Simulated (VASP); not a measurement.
## InSb: single point with PBE

The system is InSb.

```
In Sb
1.0
     5.35700    0.00000    0.00000
     0.00000    5.71200    0.00000
     0.00000    0.00000    3.09363
In Sb
2 2
Direct
  0.00000 0.00000 0.16814
  0.50000 0.50000 0.83186
  0.50000 0.00000 0.70818
  0.00000 0.50000 0.29182
```

This cell differs from its parent crystal: z stretched by +1 %, then relaxed in part.

| Property | Result |
| --- | --- |
| Program | VASP 6.6.1 |
| Task | single point |
| Functional | PBE |
| Potentials or basis | VASP PAW PBE potentials, release 64 (In_d, Sb) |
| Cutoff | 520 eV |
| k mesh | 9 × 8 × 15 |
| Occupations | fermi-dirac, width 0.05 eV |
| Spin | no spin polarisation |
| Dipole correction | no |
| Further INCAR settings | ALGO = Normal; EDIFF = 1e-07; NBANDS = 26 |

```
Pressure               : 12.5 GPa
Largest force          : 0.014 eV/Å
Band gap on the k mesh : zero (bands 18 and 19 overlap by 3.79 eV)
```

Forces in eV/Å, atoms in the order of the input:
```
In   0.000  0.000 -0.014
In   0.000  0.000  0.014
Sb   0.000  0.000  0.005
Sb   0.000  0.000 -0.005
```

Stress tensor (GPa, compression positive):
```
11.44  0.00  0.00
 0.00 13.17  0.00
 0.00  0.00 12.77
```

Levels at points of the mesh, in eV from the Fermi level:
| k point | band 14 | band 15 | band 16 | band 17 | band 18 | band 19 | band 20 | band 21 | band 22 | band 23 |
| --- | --- | --- | --- | --- | --- | --- | --- | --- | --- | --- |
| (0.00, 0.00, 0.00) | -5.84 | -5.60 | -2.73 | -2.71 | -2.31 | 2.98 | 3.14 | 4.72 | 6.48 | 6.87 |
| (0.00, 0.50, 0.00) | -6.01 | -4.46 | -4.46 | -0.31 | -0.31 | 3.58 | 3.58 | 4.19 | 4.19 | 6.40 |

Wall time 7.7 min on 1 thread of Oxide Virtual Turin-like Processor (shared host), peak memory 0.48 GiB.

Caveat: the cell differs from its parent crystal (z stretched by +1 %, then relaxed in part); the cell stands under pressure; spin-orbit coupling is left out, which moves the levels of the heavy elements.
